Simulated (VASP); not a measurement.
# BaO (Fm-3m) in VASP: a series of runs

Runs on BaO. Level: PBE. Tasks: single point.

Everything below comes from runs of VASP 6.6.1. Logs are shortened: lines on timing, memory, paths and dates and some standing lists are left out, and cuts for length are marked.

**1. The cell of the first run**

Symmetry: Fm-3m, No. 225, cubic system. Conventional cell: a = 5.573 Å, b = 5.573 Å, c = 5.573 Å, α = 90.00°, β = 90.00°, γ = 90.00°. Ba (site symmetry m-3m) has 6 O at 2.79 Å within 3.7 Å. O (site symmetry m-3m) has 6 Ba at 2.79 Å within 3.7 Å.

**2. Single point, PBE**

INCAR reads:

```
SYSTEM = BaO
ALGO = Normal
EDIFF = 1E-6
ENCUT = 1340
GGA = PE
GGA_COMPAT = .False.
ISIF = 2
ISMEAR = 0
LASPH = .True.
LCHARG = .True.
LELF = .True.
LREAL = .False.
LVHAR = .True.
LWAVE = .False.
NBANDS = 15
NELM = 120
PREC = Accurate
SIGMA = 0.02
```

KPOINTS reads:

```
k-points
0
Gamma
  8 8 8
  0 0 0
```

POSCAR reads:

```
BaO
1.0
    0.0000000000      2.7866632410      2.7866632410
    2.7866632410      0.0000000000      2.7866632410
    2.7866632410      2.7866632410      0.0000000000
Ba O
1 1
Direct
    0.0000000000      0.0000000000      0.0000000000
    0.5000000000      0.5000000000      0.5000000000
```

Potentials or basis: VASP PAW PBE potentials, release 64 (Ba_sv, O_h).

Run with:

```bash
> cat potpaw_PBE.64/Ba_sv/POTCAR potpaw_PBE.64/O_h/POTCAR > POTCAR
> mpirun -np 1 vasp_std > vasp.out
```

OUTCAR:

```text
SYSTEM = BaO
   EDIFF = 1E-6
   ENCUT = 1340
   GGA = PE
   ISIF = 2
   ISMEAR = 0
   LASPH = .True.
   LREAL = .False.
   NELM = 120
   PREC = Accurate

 ion  position               nearest neighbor table
   1  0.000  0.000  0.000-   2 2.79   2 2.79   2 2.79   2 2.79   2 2.79   2 2.79
   2  0.500  0.500  0.500-   1 2.79   1 2.79   1 2.79   1 2.79   1 2.79   1 2.79

  LATTYP: Found a face centered cubic cell.
 ALAT       =     5.5733264820

  Lattice vectors:

 A1 = (   0.0000000000,   2.7866632410,   2.7866632410)
 A2 = (   2.7866632410,   0.0000000000,   2.7866632410)
 A3 = (   2.7866632410,   2.7866632410,   0.0000000000)

Analysis of symmetry for initial positions (statically):
=====================================================================
 Subroutine PRICEL returns:
 Original cell was already a primitive cell.

 Routine SETGRP: Setting up the symmetry group for a
 face centered cubic supercell.

 Subroutine GETGRP returns: Found 48 space group operations
 (whereof 48 operations were pure point group operations)
 out of a pool of 48 trial point group operations.

The static configuration has the point symmetry O_h .

Analysis of symmetry for dynamics (positions and initial velocities):
=====================================================================
 Subroutine PRICEL returns:
 Original cell was already a primitive cell.

 Routine SETGRP: Setting up the symmetry group for a
 face centered cubic supercell.

 Subroutine GETGRP returns: Found 48 space group operations
 (whereof 48 operations were pure point group operations)
 out of a pool of 48 trial point group operations.

The dynamic configuration has the point symmetry O_h .

 Subroutine INISYM returns: Found 48 space group operations
 (whereof 48 operations are pure point group operations),
 and found     1 'primitive' translations

----------------------------------------------------------------------------------------

                                     Primitive cell

  volume of cell :      43.2796

  direct lattice vectors                    reciprocal lattice vectors
     0.000000000  2.786663241  2.786663241    -0.179426058  0.179426058  0.179426058
     2.786663241  0.000000000  2.786663241     0.179426058 -0.179426058  0.179426058
     2.786663241  2.786663241  0.000000000     0.179426058  0.179426058 -0.179426058

  length of vectors
     3.940936949  3.940936949  3.940936949     0.310775048  0.310775048  0.310775048

  position of ions in fractional coordinates (direct lattice)
     0.000000000  0.000000000  0.000000000
     0.500000000  0.500000000  0.500000000

  ion indices of the primitive-cell ions
   primitive index   ion index
                 1           1
                 2           2

----------------------------------------------------------------------------------------

 KPOINTS: k-points

Automatic generation of k-mesh.
 Grid dimensions read from file:
 generate k-points for:    8    8    8

 Generating k-lattice:

  Cartesian coordinates                     Fractional coordinates (reciprocal lattice)
    -0.022428257  0.022428257  0.022428257     0.125000000  0.000000000  0.000000000
     0.022428257 -0.022428257  0.022428257     0.000000000  0.125000000  0.000000000
     0.022428257  0.022428257 -0.022428257     0.000000000  0.000000000  0.125000000

  Length of vectors
     0.038846881  0.038846881  0.038846881

  Shift w.r.t. Gamma in fractional coordinates (k-lattice)
     0.000000000  0.000000000  0.000000000

 Subroutine IBZKPT returns following result:
 ===========================================

 Found     29 irreducible k-points:

 Following reciprocal coordinates:
            Coordinates               Weight
  0.000000  0.000000  0.000000      1.000000
  0.125000  0.000000  0.000000      8.000000
  0.250000  0.000000  0.000000      8.000000
  0.375000  0.000000  0.000000      8.000000
  0.500000  0.000000  0.000000      4.000000
  0.125000  0.125000  0.000000      6.000000
[... 16 lines left out ...]
  0.500000  0.250000  0.125000     48.000000
 -0.375000  0.250000  0.125000     24.000000
 [... further k-points ...]
   k-points           NKPTS =     29   k-points in BZ     NKDIM =     29   number of bands    NBANDS=     15
   number of dos      NEDOS =    301   number of ions     NIONS =      2
   total plane-waves  NPLWV = 110592
   dimension x,y,z NGX =    48 NGY =   48 NGZ =   48
   dimension x,y,z NGXF=    96 NGYF=   96 NGZF=   96
   ions per type =               1   1
   NGX,Y,Z   is equivalent  to a cutoff of  20.25, 20.25, 20.25 a.u.
   NGXF,Y,Z  is equivalent  to a cutoff of  40.50, 40.50, 40.50 a.u.
 SYSTEM =  BaO
   PREC   = accura    normal or accurate (medium, high low for compatibility)
   ISTART =      0    job   : 0-new  1-cont  2-samecut
   ICHARG =      2    charge: 1-file 2-atom 10-const
   ISPIN  =      1    spin polarized calculation?
   LNONCOLLINEAR =      F non collinear calculations
   LSORBIT =      F    spin-orbit coupling
   LASPH  =      T    aspherical Exc in radial PAW
   ENCUT  = 1340.0 eV  98.49 Ry    9.92 a.u.  11.76 11.76 11.76*2*pi/ulx,y,z
   NELM   =    120;   NELMIN=  2; NELMDL= -5     # of ELM steps
   EDIFF  = 0.1E-05   stopping-criterion for ELM
   LREAL  =      F    real-space projection
   EDIFFG = 0.1E-04   stopping-criterion for IOM
   NSW    =      0    number of steps for IOM
   IBRION =     -1    ionic relax: 0-MD 1-quasi-New 2-CG
   NFREE  =      0    steps in history (QN), initial steepest desc. (CG)
   ISIF   =      2    stress and relaxation
   ISYM   =      2    0-nonsym 1-usesym 2-fastsym
   POTIM  = 0.5000    time-step for ionic-motion
   TEBEG  =    0.0;   TEEND  =   0.0 temperature during run
   PSTRESS=    0.0 pullay stress
   NELECT =      16.0000    total number of electrons
   NUPDOWN=      -1.0000    fix difference up-down
   EMIN   =  10.00;   EMAX   =-10.00  energy-range for DOS
   EFERMI =   0.00;   METHOD = LEGACY
   ISMEAR =     0;   SIGMA  =   0.02  broadening in eV -4-tet -1-fermi 0-gaus
   EFERMI_NEDOS =   21; number of points for ismear=-14 and -15
   IALGO  =     38    algorithm
   IMIX   =      4    mixing-type and parameters
     AMIX     =   0.40;   BMIX     =  1.00
     AMIX_MAG =   1.60;   BMIX_MAG =  1.00
  volume/ion in A,a.u.               =      21.64       146.03
  Fermi-wavevector in a.u.,A,eV,Ry     =   1.174953  2.220338 18.783027  1.380514
  Thomas-Fermi vector in A             =   2.311341
   LORBIT       =      0    0 simple, 1 ext, 2 COOP (PROOUT), +10 PAW based schemes
   GGA     = PE    functional components
   LHFCALC =     F    Hartree Fock is set to
   AEXX    =    0.0000 exact exchange contribution
   IVDW    =     0    specifies the selected vdW correction
   LEPSILON=     F    determine dielectric tensor
   LRPA    =     F    only Hartree local field effects (RPA)
 non-spin polarized calculation
 Gauss-broadening in eV      SIGMA  =   0.02
  energy-cutoff  :     1340.00
  volume of cell :       43.28
 maximum number of plane-waves:      4909
   NGX = 23   NGY = 23   NGZ = 23

 number of electron      15.9999999 magnetization

 Free energy of the ion-electron system (eV)
  ---------------------------------------------------
  ext. energy  EPLUGINS =         0.00000000
  ---------------------------------------------------
  free energy    TOTEN  =       -11.81181176 eV

  energy without entropy =      -11.81181176  energy(sigma->0) =      -11.81181176

 E-fermi :   2.0898     XC(G=0):  -9.5358

 val. band max:        1.9254590043   @ k =   0.5000   0.5000   0.0000
 cond. band min:       3.9631801280   @ k =   0.5000   0.5000   0.0000
 fundamental gap:      2.0377211237
 Fermi energy:         2.0897705879

 k-point     1 :       0.0000    0.0000    0.0000
  band No.  band energies     occupation
      1     -23.9851      2.00000
      2     -13.0336      2.00000
      3      -8.5351      2.00000
      4      -8.5351      2.00000
      5      -8.5351      2.00000
      6       1.6309      2.00000
      7       1.6309      2.00000
      8       1.6309      2.00000
      9       5.3977      0.00000
     10       6.6194      0.00000
     11       6.6194      0.00000
     12       6.6194      0.00000
     13       8.8390      0.00000
     14       8.8390      0.00000
     15      11.8882      0.00000

 k-point     2 :       0.1250    0.0000    0.0000
  band No.  band energies     occupation
      1     -23.9517      2.00000
      2     -13.1331      2.00000
      3      -8.5701      2.00000
      4      -8.5528      2.00000
      5      -8.5528      2.00000
      6       1.2993      2.00000
      7       1.4379      2.00000
      8       1.4379      2.00000
      9       6.0268      0.00000
     10       6.5036      0.00000
     11       6.9026      0.00000
     12       6.9026      0.00000
     13       9.2247      0.00000
     14       9.2247      0.00000
     15      12.8228      0.00000

 k-point     3 :       0.2500    0.0000    0.0000
  band No.  band energies     occupation
      1     -23.8693      2.00000
      2     -13.3738      2.00000
      3      -8.6485      2.00000
      4      -8.5944      2.00000
      5      -8.5944      2.00000
      6       0.6818      2.00000
      7       1.0255      2.00000
      8       1.0255      2.00000
      9       6.3919      0.00000
     10       7.6080      0.00000
     11       7.6674      0.00000
     12       7.6674      0.00000
     13      10.1840      0.00000
     14      10.1840      0.00000
     15      14.8346      0.00000
[... 343 lines left out ...]
 k-point    23 :       0.5000    0.2500    0.1250
  band No.  band energies     occupation
      1     -23.7427      2.00000
      2     -13.5121      2.00000
      3      -9.1051      2.00000
      4      -8.9846      2.00000
      5      -8.6510      2.00000
      6       0.5553      2.00000
      7       0.8128      2.00000
      8       1.4077      2.00000
      9       6.0728      0.00000
     10       7.8656      0.00000
     11       9.2084      0.00000
     12       9.3647      0.00000
     13      11.3232      0.00000
     14      12.7507      0.00000
     15      14.5864      0.00000

 k-point    24 :      -0.3750    0.2500    0.1250
  band No.  band energies     occupation
      1     -23.7144      2.00000
      2     -13.5564      2.00000
      3      -9.1249      2.00000
      4      -9.1223      2.00000
      5      -8.6435      2.00000
      6       0.4618      2.00000
      7       1.0434      2.00000
      8       1.1122      2.00000
      9       6.7659      0.00000
     10       7.3656      0.00000
     11       9.6684      0.00000
     12       9.7182      0.00000
     13      11.8680      0.00000
     14      13.5543      0.00000
     15      13.9076      0.00000

 [... further k-points ...]
[... 5 lines left out ...]
  --------------------------------------------------------------------------------------
  -------------------------------------------------------------------------------------
  Total        0.4081409      0.4081409      0.4081409      0.0000000      0.0000000      0.0000000
  in kB       15.1090511     15.1090511     15.1090511      0.0000000      0.0000000      0.0000000
  external PRESSURE =      15.1090511 kB  Pullay stress =       0.0000000 kB

 VOLUME and BASIS-vectors are now :
 -----------------------------------------------------------------------------
  energy-cutoff  :     1340.00
  volume of cell :       43.28
      direct lattice vectors                 reciprocal lattice vectors
     0.000000000  2.786663241  2.786663241    -0.179426058  0.179426058  0.179426058
     2.786663241  0.000000000  2.786663241     0.179426058 -0.179426058  0.179426058
     2.786663241  2.786663241  0.000000000     0.179426058  0.179426058 -0.179426058

 POSITION                                       TOTAL-FORCE (eV/Angst)
 -----------------------------------------------------------------------------------
      0.00000      0.00000      0.00000         0.000000     -0.000000      0.000000
      2.78666      2.78666      2.78666        -0.000000      0.000000     -0.000000
 -----------------------------------------------------------------------------------
    total drift:                               -0.000000     -0.000000     -0.000000

  FREE ENERGIE OF THE ION-ELECTRON SYSTEM (eV)
  ---------------------------------------------------
  free  energy   TOTEN  =       -11.8118117599 eV

  energy  without entropy=      -11.8118117599  energy(sigma->0) =      -11.81181176
```

Run time: 95 s. Hardware: 1 thread of Intel Xeon Platinum 8375C at 2.90GHz (Ice Lake), shared host; peak memory 0.35 GiB.

What came out:

```yaml
Free_energy: -11.8118 eV
Pressure: 1.5 GPa
Band_gap_on_the_k_mesh: 2.04 eV
```

Caveat: spin-orbit coupling is left out, which moves the levels of the heavy elements.

**3. Single point, PBE (strained)**

INCAR reads:

```
SYSTEM = BaO
PREC = Accurate ; ENCUT = 1340
EDIFF = 1E-6 ; ISMEAR = 0
SIGMA = 0.02 ; LREAL = .False.
LASPH = .True. ; NELM = 120
ALGO = Normal ; ISIF = 2
LWAVE = .False. ; LCHARG = .False.
GGA = PE ; NBANDS = 15
GGA_COMPAT = .False.
```

KPOINTS reads:

```
Automatic mesh
0
Gamma
  8 8 8
  0 0 0
```

POSCAR reads:

```
BaO
1.0
    0.0000000000      2.8738875000      2.8738875000
    2.8738875000      0.0000000000      2.8738875000
    2.8738875000      2.8738875000      0.0000000000
Ba O
1 1
Direct
    0.0000000000      0.0000000000      0.0000000000
    0.5000000000      0.5000000000      0.5000000000
```

Potentials or basis: VASP PAW PBE potentials, release 64 (Ba_sv, O_h).

Run with:

```bash
> cat potpaw_PBE.64/Ba_sv/POTCAR potpaw_PBE.64/O_h/POTCAR > POTCAR
> mpirun -np 1 vasp_std > vasp.out
```

It took 2.5 min on 1 thread of AMD EPYC 7R43 (Zen 3), shared host; peak memory 0.34 GiB.

Results (log left out):

```
Free energy            : -11.7740 eV
Pressure               : -4.2 GPa
Band gap on the k mesh : 2.29 eV
```

Levels at points of the mesh, in eV from the valence-band top:
| k point | band 4 | band 5 | band 6 | band 7 | band 8 | band 9 | band 10 | band 11 | band 12 | band 13 |
| --- | --- | --- | --- | --- | --- | --- | --- | --- | --- | --- |
| (0.00, 0.00, 0.00) | -10.67 | -10.67 | -0.09 | -0.09 | -0.09 | 3.10 | 4.70 | 4.70 | 4.70 | 6.70 |
| (0.50, 0.00, 0.00) | -10.77 | -10.77 | -1.59 | -1.02 | -1.02 | 4.78 | 6.81 | 6.81 | 7.56 | 9.68 |
| (0.50, 0.50, 0.00) | -11.08 | -11.08 | -0.01 | -0.01 | 0.00 | 2.29 | 5.54 | 8.38 | 8.71 | 9.05 |

Caveat: the cell differs from its parent crystal (strained); the cell stands under tension; spin-orbit coupling is left out, which moves the levels of the heavy elements.
